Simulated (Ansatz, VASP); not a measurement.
One calculation of SiC, two programs

```xyz
2
Lattice="0.0000 2.1740 2.1740 2.1740 0.0000 2.1740 2.1740 2.1740 0.0000" Properties=species:S:1:pos:R:3 pbc="T T T"
Si    0.0000   -0.2652   -0.2652
C     3.2610    3.2610    3.2610
```

Change from the starting cell: all Si atoms moved +0.375 Å, as atom 1 towards its neighbour atom 1 (Si) at 3.075 Å.

Alike in both runs: task single point; functional LDA; k mesh 12 × 12 × 12; occupations gaussian, width 0.05 eV; no spin polarisation.

|  | VASP | Ansatz |
| --- | --- | --- |
| version | VASP 6.6.1 | Ansatz 0.2.0 |
| potentials or method | VASP PAW LDA potentials, release 64 (Si, C), cutoff 520 eV | scalar-relativistic, plane waves, PAW |
| valence electrons in the cell | 8 | 8 |

VASP gave:

* gap on the k mesh at the Fermi level (eV): none
* pressure (GPa): 15.8
* traceless stress, the component that is largest in VASP (GPa): 22.99
* rms of the force components (eV/Å): 5.458

**Question.** What did Ansatz give for the same quantities?

**Answer.** gap on the k mesh at the Fermi level (eV): none; pressure (GPa): 15.6; traceless stress, the component that is largest in VASP (GPa): 22.90; rms of the force components (eV/Å): 5.461.

LDA's correlation is that of Perdew and Zunger in VASP and of Perdew and Wang (1992) in Ansatz. Atom by atom the forces differ by 0.007 eV/Å (rms over components). A gap of «none» marks a metal or a gap that the smearing closes.
